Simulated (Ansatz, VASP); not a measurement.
# One calculation of Pb, two programs

File INCAR:

```
SYSTEM = Pb
ALGO = Fast ; EDIFF = 1E-6
ENCUT = 520 ; GGA = PS
ISIF = 2 ; ISMEAR = 0
LASPH = .TRUE. ; LCHARG = .FALSE.
LREAL = .FALSE. ; LWAVE = .FALSE.
NBANDS = 13 ; NELM = 100
PREC = Accurate ; SIGMA = 0.15
```

File KPOINTS:

```
k-points
0
G
  16 16 16
  0 0 0
```

Contents of POSCAR:

```
Pb
1.0
    0.0000000000      2.4698000000      2.5685920000
    2.4698000000      0.0000000000      2.5685920000
    2.4698000000      2.4698000000      0.0000000000
Pb
1
Direct
    0.0000000000      0.0000000000      0.0000000000
```

Input for Ansatz:

```yaml
crystal:
  lattice:
    - [0.0, 2.4698, 2.568592]
    - [2.4698, 0.0, 2.568592]
    - [2.4698, 2.4698, 0.0]
  atoms:
    - { symbol: Pb, position: [0.0, 0.0, 0.0] }
basis:
  ecutwfc: 420
kpoints:
  mp_grid: { grid: [16, 16, 16] }
hamiltonian:
  xc: pbesol
scf:
  occupations: { method: gaussian, width: 0.15 }
output:
  forces: true
  stress: true
  eigenvalues: true
```

Change from the starting cell: strain +0.000 along x and y, +0.040 along z, atoms carried along.

Alike in both runs: task single point; functional PBEsol; k mesh 16 × 16 × 16; occupations gaussian, width 0.15 eV; no spin polarisation.

|  | VASP | Ansatz |
| --- | --- | --- |
| version | VASP 6.6.1 | Ansatz 0.2.0 |
| potentials or method | VASP PAW PBE potentials, release 64 (Pb_d), cutoff 520 eV | scalar-relativistic, plane waves, PAW |
| valence electrons in the cell | 14 | 14 |

|  | VASP | Ansatz | Ansatz less VASP |
| --- | --- | --- | --- |
| gap on the k mesh at the Fermi level (eV) | none | none | - |
| pressure (GPa) | -1.9 | -1.9 | +0.02 |
| traceless stress, the component that is largest in VASP (GPa) | -0.38 | -0.38 | -0.002 |

VASP's potentials were made for PBE, not for PBEsol. A gap of «none» marks a metal or a gap that the smearing closes.

Neither program's run includes spin-orbit coupling.
